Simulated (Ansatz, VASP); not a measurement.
# Pd: VASP beside Ansatz

```
Pd
1.0
     4.50431    0.00000    0.00000
    -2.25215    3.90084    0.00000
     0.00000    0.00000    2.68016
Pd
3
Direct
  0.00000 0.00000 0.00000
  0.33333 0.66667 0.50000
  0.66667 0.33333 0.50000
```

Alike in both runs: functional PBE; k mesh 8 × 8 × 12; occupations fermi-dirac, width 0.1 eV; no spin polarisation.

Ansatz relaxed the structure, and its values are those at the end. VASP's run is a single point on that final structure, the one shown.

|  | VASP | Ansatz |
| --- | --- | --- |
| version | VASP 6.6.1 | Ansatz 0.2.0 |
| potentials or method | VASP PAW PBE potentials, release 64 (Pd), cutoff 520 eV | plane waves (420 eV) with PAW, scalar-relativistic |
| valence electrons in the cell | 30 | 54 |

```csv
,VASP,Ansatz,Ansatz less VASP
pressure (GPa),-0.4,0.0,+0.33
```

VASP's potentials hold 30 valence electrons a cell and Ansatz's 54, so a difference there can come from the potentials and not from the codes.
